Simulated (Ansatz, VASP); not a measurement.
Two plane-wave programs on C

INCAR

```
SYSTEM = C
ALGO = Normal ; EDIFF = 1E-6
ENCUT = 520 ; GGA = PS
ISIF = 2 ; ISMEAR = 0
IVDW = 12 ; LASPH = .TRUE.
LCHARG = .TRUE. ; LELF = .TRUE.
LREAL = .FALSE. ; LVHAR = .TRUE.
LWAVE = .FALSE. ; NBANDS = 11
NELM = 60 ; PREC = Accurate
SIGMA = 0.15
```

File KPOINTS:

```
k-points
0
G
  21 21 12
  0 0 0
```

POSCAR

```
C
1.0
    2.3962167908      0.0000000000      0.0000000000
   -1.1981083954      2.0751846138      0.0000000000
    0.0000000000      0.0000000000      3.4412451853
C
2
Direct
    0.3333333333      0.6666666667      0.0000000000
    0.6666666667      0.3333333333      0.0000000000
```

Input for Ansatz:

```yaml
crystal:
  lattice:
    - [2.3962167908, 0.0, 0.0]
    - [-1.1981083954, 2.0751846138, 0.0]
    - [0.0, 0.0, 3.4412451853]
  atoms:
    - { symbol: C, position: [0.3333333333, 0.6666666667, 0.0] }
    - { symbol: C, position: [0.6666666667, 0.3333333333, 0.0] }
basis:
  ecutwfc: 520.0
kpoints:
  mp_grid: { grid: [21, 21, 12] }
hamiltonian:
  xc: pbesol
  pseudopotentials: { kind: paw, azcp: { folder: soft_1 } }
  dispersion: d3bj
scf:
  occupations: { method: gaussian, width: 0.15 }
output:
  forces: true
  stress: true
  eigenvalues: true
```

Change from the starting cell: mode 6 frozen in at +0.000 Å, equal normal strain along x, y and z -0.0250.

Alike in both runs: task single point; functional PBEsol; dispersion D3(BJ); k mesh 21 × 21 × 12; occupations gaussian, width 0.15 eV; no spin polarisation.

|  | VASP | Ansatz |
| --- | --- | --- |
| version | VASP 6.6.1 | Ansatz 0.2.0 |
| potentials or method | VASP PAW PBE potentials, release 64 (C), cutoff 520 eV | scalar-relativistic, plane waves, PAW |
| valence electrons in the cell | 8 | 8 |

```tsv
	VASP	Ansatz	Ansatz less VASP
gap on the k mesh at the Fermi level (eV)	none	none	-
pressure (GPa)	25.4	24.6	-0.76
traceless stress, the component that is largest in VASP (GPa)	-24.72	-23.85	+0.870
```

VASP's potentials were made for PBE, not for PBEsol, and Ansatz warns of the same on its side. A gap of «none» marks a metal or a gap that the smearing closes.
